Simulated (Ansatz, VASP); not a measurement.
Mg3Si: VASP beside Ansatz

```
Mg Si
1.0
    -2.56242    2.56242    3.08708
     2.56242   -2.56242    3.08708
     2.56242    2.56242   -3.08708
Mg Si
3 1
Direct
  0.00000 0.00000 0.00000
  0.75000 0.25000 0.50000
  0.25000 0.75000 0.50000
  0.50000 0.50000 0.00000
```

Alike in both runs: functional PBE; k mesh 14 × 14 × 14; occupations gaussian, width 0.1 eV; no spin polarisation.

Ansatz relaxed the structure, and its values are those at the end. VASP's run is a single point on that final structure, the one shown.

```csv
,VASP,Ansatz
version,VASP 6.6.1,Ansatz 0.2.0
potentials or method,"VASP PAW PBE potentials, release 64 (Mg, Si), cutoff 520 eV","scalar-relativistic, plane waves, PAW"
valence electrons in the cell,10,34
```

|  | VASP | Ansatz | Ansatz less VASP |
| --- | --- | --- | --- |
| gap on the k mesh at the Fermi level (eV) | none | none | - |
| pressure (GPa) | -0.1 | 0.0 | +0.12 |

A gap of «none» marks a metal or a gap that the smearing closes. VASP's potentials hold 10 valence electrons a cell and Ansatz's 34, so a difference there can come from the potentials and not from the codes.
